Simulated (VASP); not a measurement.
# CaH (P6_3/mmc) in VASP: notebook

The runs below take CaH through single point, relaxation of cell and atoms, with PBE.

All numbers are computed with VASP 6.6.1; they aren't measurements. Logs are shortened: lines on timing, memory, paths and dates and some standing lists are left out, and cuts for length are marked.

## 1. The cell of the first run

The structure is hexagonal, space group P6_3/mmc (No. 194). Conventional cell: a = 3.739 Å, b = 3.739 Å, c = 11.716 Å, α = 90.00°, β = 90.00°, γ = 120.00°. Within 3.2 Å of Ca (site symmetry -3m) lie 6 H at 2.44 Å. Within 3.8 Å of Ca (site symmetry -6m2) lie 6 H at 2.81 Å and 12 Ca at 3.64 to 3.74 Å. Within 3.2 Å of H (site symmetry 3m) lie 6 Ca at 2.44 to 2.81 Å and 3 H at 3.13 Å.

## 2. Single point, PBE

INCAR reads:

```
PREC = Accurate
ENCUT = 520
EDIFF = 1E-7
ISMEAR = 0
SIGMA = 0.1
LREAL = False
LASPH = True
NELM = 80
ALGO = Normal
ISIF = 2
LWAVE = False
LCHARG = False
GGA = PE
NBANDS = 32
```

KPOINTS reads:

```
regular mesh
0
Gamma
  6 6 2
```

POSCAR reads:

```
CaH
1.0
    3.7392200711      0.0000000000      0.0000000000
   -1.8696100355      3.2382595719      0.0000000000
    0.0000000000      0.0000000000     11.7163827119
Ca H
4 4
Direct
    0.0000000000      0.0000000000      0.0000000000
    0.3333333333      0.6666666667      0.2500000000
    0.0000000000      0.0000000000      0.5000000000
    0.6666666667      0.3333333333      0.7500000000
    0.6666666667      0.3333333333      0.0967498521
    0.3333333333      0.6666666667      0.9032501479
    0.3333333333      0.6666666667      0.5967498521
    0.6666666667      0.3333333333      0.4032501479
```

Potentials or basis: VASP PAW PBE potentials, release 64 (Ca_sv, H).

The run is started by

```sh
$ cat potpaw_PBE.64/Ca_sv/POTCAR potpaw_PBE.64/H/POTCAR > POTCAR
$ mpirun -np 1 vasp_std > vasp.out
```

OUTCAR:

```text
PREC = Accurate
   ENCUT = 520
   EDIFF = 1E-7
   ISMEAR = 0
   LREAL = False
   LASPH = True
   NELM = 80
   ISIF = 2
   GGA = PE

 ion  position               nearest neighbor table
   1  0.000  0.000  0.000-
   2  0.333  0.667  0.250-
   3  0.000  0.000  0.500-
   4  0.667  0.333  0.750-
   5  0.667  0.333  0.097-
   6  0.333  0.667  0.903-
   7  0.333  0.667  0.597-
   8  0.667  0.333  0.403-

  LATTYP: Found a hexagonal cell.
 ALAT       =     3.7392200711
 C/A-ratio  =     3.1333760755

  Lattice vectors:

 A1 = (   3.7392200711,   0.0000000000,   0.0000000000)
 A2 = (  -1.8696100355,   3.2382595719,   0.0000000000)
 A3 = (   0.0000000000,   0.0000000000,  11.7163827119)

Analysis of symmetry for initial positions (statically):
=====================================================================
 Subroutine PRICEL returns:
 Original cell was already a primitive cell.

 Routine SETGRP: Setting up the symmetry group for a
 hexagonal supercell.

 Subroutine GETGRP returns: Found 24 space group operations
 (whereof 12 operations were pure point group operations)
 out of a pool of 24 trial point group operations.

The static configuration has the point symmetry D_3d.
 The point group associated with its full space group is D_6h.

Analysis of symmetry for dynamics (positions and initial velocities):
=====================================================================
 Subroutine PRICEL returns:
 Original cell was already a primitive cell.

 Routine SETGRP: Setting up the symmetry group for a
 hexagonal supercell.

 Subroutine GETGRP returns: Found 24 space group operations
 (whereof 12 operations were pure point group operations)
 out of a pool of 24 trial point group operations.

The dynamic configuration has the point symmetry D_3d.
 The point group associated with its full space group is D_6h.

 Subroutine INISYM returns: Found 24 space group operations
 (whereof 12 operations are pure point group operations),
 and found     1 'primitive' translations

----------------------------------------------------------------------------------------

                                     Primitive cell

  volume of cell :     141.8686

  direct lattice vectors                    reciprocal lattice vectors
     3.739220071  0.000000000  0.000000000     0.267435449  0.154403929  0.000000000
    -1.869610036  3.238259572  0.000000000     0.000000000  0.308807857  0.000000000
     0.000000000  0.000000000 11.716382712     0.000000000  0.000000000  0.085350575

  length of vectors
     3.739220071  3.739220071 11.716382712     0.308807857  0.308807857  0.085350575

  position of ions in fractional coordinates (direct lattice)
     0.000000000  0.000000000  0.000000000
     0.333333333  0.666666667  0.250000000
     0.000000000  0.000000000  0.500000000
     0.666666667  0.333333333  0.750000000
     0.666666667  0.333333333  0.096749852
     0.333333333  0.666666667  0.903250148
     0.333333333  0.666666667  0.596749852
     0.666666667  0.333333333  0.403250148

  ion indices of the primitive-cell ions
   primitive index   ion index
                 1           1
                 2           2
                 3           3
                 4           4
                 5           5
                 6           6
                 7           7
                 8           8

----------------------------------------------------------------------------------------

 KPOINTS: regular mesh

Automatic generation of k-mesh.
 Grid dimensions read from file:
 generate k-points for:    6    6    2

 Generating k-lattice:

  Cartesian coordinates                     Fractional coordinates (reciprocal lattice)
     0.044572575  0.025733988  0.000000000     0.166666667  0.000000000  0.000000000
     0.000000000  0.051467976  0.000000000     0.000000000  0.166666667  0.000000000
     0.000000000  0.000000000  0.042675287     0.000000000  0.000000000  0.500000000

  Length of vectors
     0.051467976  0.051467976  0.042675287

  Shift w.r.t. Gamma in fractional coordinates (k-lattice)
     0.000000000  0.000000000  0.000000000

 Subroutine IBZKPT returns following result:
 ===========================================

 Found     14 irreducible k-points:

 Following reciprocal coordinates:
            Coordinates               Weight
  0.000000  0.000000  0.000000      1.000000
  0.166667  0.000000  0.000000      6.000000
  0.333333  0.000000  0.000000      6.000000
  0.500000  0.000000  0.000000      3.000000
  0.166667  0.166667  0.000000      6.000000
  0.333333  0.166667  0.000000     12.000000
  0.333333  0.333333  0.000000      2.000000
  0.000000  0.000000  0.500000      1.000000
  0.166667  0.000000  0.500000      6.000000
  0.333333  0.000000  0.500000      6.000000
  0.500000  0.000000  0.500000      3.000000
  0.166667  0.166667  0.500000      6.000000
  0.333333  0.166667  0.500000     12.000000
  0.333333  0.333333  0.500000      2.000000
[... 23 lines left out ...]
   NFREE  =      0    steps in history (QN), initial steepest desc. (CG)
   ISIF   =      2    stress and relaxation
   ISYM   =      2    0-nonsym 1-usesym 2-fastsym
   POTIM  = 0.5000    time-step for ionic-motion
   TEBEG  =    0.0;   TEEND  =   0.0 temperature during run
   PSTRESS=    0.0 pullay stress
   NELECT =      44.0000    total number of electrons
   NUPDOWN=      -1.0000    fix difference up-down
   EMIN   =  10.00;   EMAX   =-10.00  energy-range for DOS
   EFERMI =   0.00;   METHOD = LEGACY
   ISMEAR =     0;   SIGMA  =   0.10  broadening in eV -4-tet -1-fermi 0-gaus
   EFERMI_NEDOS =   21; number of points for ismear=-14 and -15
   IALGO  =     38    algorithm
   IMIX   =      4    mixing-type and parameters
     AMIX     =   0.40;   BMIX     =  1.00
     AMIX_MAG =   1.60;   BMIX_MAG =  1.00
  volume/ion in A,a.u.               =      17.73       119.67
  Fermi-wavevector in a.u.,A,eV,Ry     =   1.108146  2.094092 16.707785  1.227988
  Thomas-Fermi vector in A             =   2.244669
   LORBIT       =      0    0 simple, 1 ext, 2 COOP (PROOUT), +10 PAW based schemes
   GGA     = PE    functional components
   LHFCALC =     F    Hartree Fock is set to
   AEXX    =    0.0000 exact exchange contribution
   IVDW    =     0    specifies the selected vdW correction
   LEPSILON=     F    determine dielectric tensor
   LRPA    =     F    only Hartree local field effects (RPA)
 non-spin polarized calculation
 Gauss-broadening in eV      SIGMA  =   0.10
  energy-cutoff  :      520.00
  volume of cell :      141.87
 maximum number of plane-waves:      3834
 NGX is ok and might be reduce to    28
   NGX = 13   NGY = 13   NGZ = 43

 number of electron      44.0000006 magnetization

 Free energy of the ion-electron system (eV)
  ---------------------------------------------------
  ext. energy  EPLUGINS =         0.00000000
  ---------------------------------------------------
  free energy    TOTEN  =       -23.20050086 eV

  energy without entropy =      -23.19494115  energy(sigma->0) =      -23.19772100

 E-fermi :   3.1608     XC(G=0):  -8.7279

 val. band max:        3.1349318059   @ k =   0.5000   0.0000   0.0000
 cond. band min:       3.3456300910   @ k =   0.1667   0.0000   0.0000
 fundamental gap:      0.2106982851
 Fermi energy:         3.1607889140

 k-point     1 :       0.0000    0.0000    0.0000
  band No.  band energies     occupation
      1     -38.6271      2.00000
      2     -38.6264      2.00000
      3     -38.1723      2.00000
      4     -38.1715      2.00000
      5     -19.7723      2.00000
      6     -19.7329      2.00000
[... 24 lines left out ...]
     31       5.9145      0.00000
     32       5.9145      0.00000

 k-point     2 :       0.1667    0.0000    0.0000
  band No.  band energies     occupation
      1     -38.6227      2.00000
      2     -38.6222      2.00000
      3     -38.1677      2.00000
      4     -38.1671      2.00000
      5     -19.7568      2.00000
      6     -19.7293      2.00000
[... 24 lines left out ...]
     31       5.9999      0.00000
     32       6.0024      0.00000
[... 383 lines left out ...]
     31       6.4288      0.00000
     32       6.4288      0.00000

 k-point    14 :       0.3333    0.3333    0.5000
  band No.  band energies     occupation
      1     -38.6074      2.00000
      2     -38.6074      2.00000
      3     -38.1514      2.00000
      4     -38.1514      2.00000
      5     -19.7098      2.00000
      6     -19.7098      2.00000
[... 24 lines left out ...]
     31       6.3994      0.00000
     32       6.3994      0.00000

------------------------ aborting loop because EDIFF is reached ----------------------------------------

  FORCE on cell =-STRESS in cart. coord.  units (eV):
  Direction    XX          YY          ZZ          XY          YZ          ZX
  --------------------------------------------------------------------------------------
  -------------------------------------------------------------------------------------
  Total        0.0288580      0.0288580      0.0465023      0.0000000      0.0000000     -0.0000000
  in kB        0.3259049      0.3259049      0.5251687      0.0000000      0.0000000     -0.0000000
  external PRESSURE =       0.3923262 kB  Pullay stress =       0.0000000 kB

 VOLUME and BASIS-vectors are now :
 -----------------------------------------------------------------------------
  energy-cutoff  :      520.00
  volume of cell :      141.87
      direct lattice vectors                 reciprocal lattice vectors
     3.739220071  0.000000000  0.000000000     0.267435449  0.154403929  0.000000000
    -1.869610036  3.238259572  0.000000000     0.000000000  0.308807857  0.000000000
     0.000000000  0.000000000 11.716382712     0.000000000  0.000000000  0.085350575

 POSITION                                       TOTAL-FORCE (eV/Angst)
 -----------------------------------------------------------------------------------
      0.00000      0.00000      0.00000        -0.000000     -0.000000      0.000000
     -0.00000      2.15884      2.92910        -0.000000     -0.000000     -0.000000
      0.00000      0.00000      5.85819        -0.000000     -0.000000      0.000000
      1.86961      1.07942      8.78729         0.000000      0.000000     -0.000000
      1.86961      1.07942      1.13356        -0.000000     -0.000000      0.006215
     -0.00000      2.15884     10.58282        -0.000000      0.000000     -0.006215
     -0.00000      2.15884      6.99175        -0.000000      0.000000      0.006215
      1.86961      1.07942      4.72463        -0.000000      0.000000     -0.006215
 -----------------------------------------------------------------------------------
    total drift:                                0.000000     -0.000000      0.000000

  FREE ENERGIE OF THE ION-ELECTRON SYSTEM (eV)
  ---------------------------------------------------
  free  energy   TOTEN  =       -23.2005008573 eV

  energy  without entropy=      -23.1949411524  energy(sigma->0) =      -23.19772100
```

Run time: 44 s. Hardware: 1 thread of Intel Xeon 6975P-C (Granite Rapids), shared host; peak memory 0.26 GiB.

What came out:

- Free energy: -23.2005 eV
- Pressure: 0.0 GPa
- Largest force: 0.006 eV/Å
- Band gap on the k mesh: zero (bands 22 and 23 overlap by 0.54 eV)

Forces in eV/Å, atoms in the order of the input:
```
Ca   0.000  0.000  0.000
Ca   0.000  0.000  0.000
Ca   0.000  0.000  0.000
Ca   0.000  0.000  0.000
H    0.000  0.000  0.006
H    0.000  0.000 -0.006
H    0.000  0.000  0.006
H    0.000  0.000 -0.006
```

Levels at points of the mesh, in eV from the Fermi level:
```
           k point  band 20  band 21  band 22  band 23  band 24  band 25
(0.00, 0.00, 0.00)    -3.76    -1.48     0.45     1.52     2.09     2.09
(0.50, 0.00, 0.00)    -4.12    -1.38    -0.23    -0.03     0.27     1.13
(0.00, 0.00, 0.50)    -4.43    -0.64    -0.64     2.20     2.20     2.20
(0.50, 0.00, 0.50)    -4.23    -0.99    -0.99     0.36     0.36     0.96
```

## 3. Single point, PBE

This run uses another cell than the first one, of 18.08 Å³/atom.

INCAR reads:

```
SYSTEM = CaH
PREC = Accurate
ENCUT = 520
EDIFF = 1E-6
ISMEAR = 0
SIGMA = 0.1
LREAL = .FALSE.
LASPH = .TRUE.
NELM = 60
ALGO = Normal
ISIF = 2
LWAVE = .FALSE.
LCHARG = .TRUE.
GGA = PE
LELF = .TRUE.
LVHAR = .TRUE.
NBANDS = 32
```

KPOINTS reads:

```
regular mesh
0
G
  12 12 4
  0 0 0
```

POSCAR reads:

```
CaH
1.0
    3.7383877443      0.0000000000      0.0000000000
   -1.8691938721      3.2375387557      0.0000000000
    0.0000000000      0.0000000000     11.9479311726
Ca H
4 4
Direct
    0.0000000000      0.0000000000      0.0000000000
    0.3333333333      0.6666666667      0.2500000000
    0.0000000000      0.0000000000      0.5000000000
    0.6666666667      0.3333333333      0.7500000000
    0.6666666667      0.3333333333      0.0899737073
    0.3333333333      0.6666666667      0.9100262927
    0.3333333333      0.6666666667      0.5899737073
    0.6666666667      0.3333333333      0.4100262927
```

Potentials or basis: VASP PAW PBE potentials, release 64 (Ca_sv, H).

The run is started by

```sh
$ cat potpaw_PBE.64/Ca_sv/POTCAR potpaw_PBE.64/H/POTCAR > POTCAR
$ mpirun -np 1 vasp_std > vasp.out
```

It took 2.1 min on 1 thread of Intel Xeon 6975P-C (Granite Rapids), shared host; peak memory 0.37 GiB.

The run converged. Its results:

| Property | Result |
| --- | --- |
| Free energy | -23.1972 eV |
| Pressure | 0.1 GPa |
| Largest force | 0.008 eV/Å |
| Band gap on the k mesh | zero (bands 22 and 23 overlap by 0.24 eV) |

Forces on the atoms (eV/Å):
```
Ca   0.000  0.000  0.000
Ca   0.000  0.000  0.000
Ca   0.000  0.000  0.000
Ca   0.000  0.000  0.000
H    0.000  0.000  0.008
H    0.000  0.000 -0.008
H    0.000  0.000  0.008
H    0.000  0.000 -0.008
```

Levels at points of the mesh, in eV from the Fermi level:
| k point | band 18 | band 19 | band 20 | band 21 | band 22 | band 23 | band 24 | band 25 | band 26 | band 27 |
| --- | --- | --- | --- | --- | --- | --- | --- | --- | --- | --- |
| (0.00, 0.00, 0.00) | -6.14 | -5.00 | -3.70 | -1.64 | 0.17 | 1.43 | 2.10 | 2.10 | 2.25 | 2.25 |
| (0.50, 0.00, 0.00) | -4.40 | -4.32 | -4.09 | -1.36 | -0.27 | -0.03 | 0.26 | 1.02 | 1.06 | 1.12 |
| (0.00, 0.00, 0.50) | -6.49 | -4.36 | -4.36 | -0.82 | -0.82 | 2.13 | 2.13 | 2.20 | 2.20 | 2.20 |
| (0.50, 0.00, 0.50) | -4.48 | -4.19 | -4.19 | -0.99 | -0.99 | 0.34 | 0.34 | 0.89 | 0.89 | 1.58 |

## 4. Relaxation of cell and atoms, PBE

This run uses another cell than the first one, of 21.11 Å³/atom.

INCAR reads:

```
SYSTEM = CaH
ALGO = Normal
EDIFF = 1E-6
EDIFFG = -0.0325
ENCUT = 600
GGA = PE
IBRION = 2
ISIF = 3
ISMEAR = 0
LASPH = .True.
LCHARG = .False.
LREAL = .False.
LWAVE = .False.
NELM = 60
NSW = 90
PREC = Accurate
SIGMA = 0.1
```

KPOINTS reads:

```
k-points
0
Gamma
  6 6 2
  0 0 0
```

POSCAR reads:

```
CaH
1.0
    3.9022103283      0.0000000000      0.0000000000
   -1.9511051641      3.3794132753      0.0000000000
    0.0000000000      0.0000000000     12.8085390245
Ca H
4 4
Direct
    0.0000000000      0.0000000000      0.0000000000
    0.3333333333      0.6666666667      0.2500000000
    0.0000000000      0.0000000000      0.5000000000
    0.6666666667      0.3333333333      0.7500000000
    0.6666666667      0.3333333333      0.1250000000
    0.3333333333      0.6666666667      0.8750000000
    0.3333333333      0.6666666667      0.6250000000
    0.6666666667      0.3333333333      0.3750000000
```

The run is started by

```sh
$ cat potpaw_PBE.64/Ca_sv/POTCAR potpaw_PBE.64/H/POTCAR > POTCAR
$ mpirun -np 1 vasp_std > vasp.out
```

Wall time 6.3 min (1 thread of Intel Xeon 6975P-C (Granite Rapids), shared host); peak memory 0.37 GiB.

The run converged. Its results:

```
Free energy                           : -23.2030 eV
Relaxed volume                        : 17.69 Å³/atom
Relaxed cell                          : a = 3.739 Å, b = 3.739 Å, c = 11.690 Å, α = 90.00°, β = 90.00°, γ = 120.00°
Space group after relaxing (to 0.1 Å) : P6_3/mmc (No. 194)
Energy gained by relaxing             : 97.8 meV/atom
Ionic steps                           : 14
Pressure after relaxing               : 0.2 GPa
Largest force after relaxing          : 0.016 eV/Å
Band gap on the k mesh                : zero (bands 22 and 23 overlap by 0.54 eV)
```

Forces on the atoms (eV/Å):
```
Ca   0.000  0.000  0.000
Ca   0.000  0.000  0.000
Ca   0.000  0.000  0.000
Ca   0.000  0.000  0.000
H    0.000  0.000  0.016
H    0.000  0.000 -0.016
H    0.000  0.000  0.016
H    0.000  0.000 -0.016
```

Stress tensor (GPa, compression positive):
```
0.18 0.00 0.00
0.00 0.18 0.00
0.00 0.00 0.29
```

The path:
```
step  energy change (eV)  largest force (eV/Å)  pressure (GPa)  volume (Å³)
   1              0.0000                0.2560           -4.87       168.91
   2             -0.4084                0.2717           -3.07       153.69
   3             -0.5910                0.2720           -0.53       140.07
   4             -0.5987                0.2691            0.34       136.50
   5             -0.5988                0.2697            0.19       137.11
   6             -0.6199                0.2630            0.19       137.19
   7             -0.6701                0.2289            0.21       137.39
   8             -0.7052                0.1470            0.37       137.67
   9             -0.7290                0.1163            0.23       138.61
  10             -0.7709                0.0263           -0.04       141.43
  11             -0.7765                0.0149           -0.12       142.83
  12             -0.7766                0.0199           -0.13       143.02
  13             -0.7810                0.0180            0.06       142.17
  14             -0.7820                0.0164            0.22       141.50
```

Final structure:
```yaml
crystal:
  lattice:
    - [3.73861, 0.00000, 0.00000]
    - [-1.86931, 3.23773, 0.00000]
    - [0.00000, 0.00000, 11.68981]
  atoms:
    - { symbol: Ca, position: [0.00000, 0.00000, 0.00000] }
    - { symbol: Ca, position: [0.33333, 0.66667, 0.25000] }
    - { symbol: Ca, position: [0.00000, 0.00000, 0.50000] }
    - { symbol: Ca, position: [0.66667, 0.33333, 0.75000] }
    - { symbol: H, position: [0.66667, 0.33333, 0.09622] }
    - { symbol: H, position: [0.33333, 0.66667, 0.90378] }
    - { symbol: H, position: [0.33333, 0.66667, 0.59622] }
    - { symbol: H, position: [0.66667, 0.33333, 0.40378] }
```

Levels at points of the mesh, in eV from the Fermi level:
```csv
k point,band 20,band 21,band 22,band 23,band 24,band 25
"(0.00, 0.00, 0.00)",-3.74,-1.49,0.44,1.53,2.09,2.09
"(0.50, 0.00, 0.00)",-4.13,-1.38,-0.23,-0.02,0.26,1.12
"(0.00, 0.00, 0.50)",-4.43,-0.65,-0.65,2.19,2.19,2.19
"(0.50, 0.00, 0.50)",-4.24,-0.99,-0.99,0.36,0.36,0.96
```

Caveat: the volume moved by over 15 % at a fixed basis, so the end points are rough.

## 5. Overview

| task | cell | k mesh | cutoff (eV) | gap on the mesh (eV) | pressure (GPa) | largest force (eV/Å) |
| --- | --- | --- | --- | --- | --- | --- |
| single point | a = 3.739, b = 3.739, c = 11.716 Å, angles 90.0, 90.0, 120.0°, 8 atoms, atomic positions A | 6 × 6 × 2 | 520 | none | 0.0 | 0.01 |
| single point | a = 3.738, b = 3.738, c = 11.948 Å, angles 90.0, 90.0, 120.0°, 8 atoms, atomic positions B | 12 × 12 × 4 | 520 | none | 0.1 | 0.01 |
| relaxation of cell and atoms | relaxed from a = 3.902, b = 3.902, c = 12.809 Å, angles 90.0, 90.0, 120.0°, 8 atoms, atomic positions C | 6 × 6 × 2 | 600 | none | 0.2 | 0.02 |

Alike in all rows: level PBE; potentials or basis VASP PAW PBE potentials, release 64 (Ca_sv, H); no spin polarisation; smearing gaussian 0.1 eV.

Caveats: the volume moved by over 15 % at a fixed basis, so the end points are rough (at least some runs).

Total energies depend on the potentials used, so only differences within one code and one set of settings carry meaning.

The gap in the log of VASP goes by the Fermi energy; the results here count the filled bands.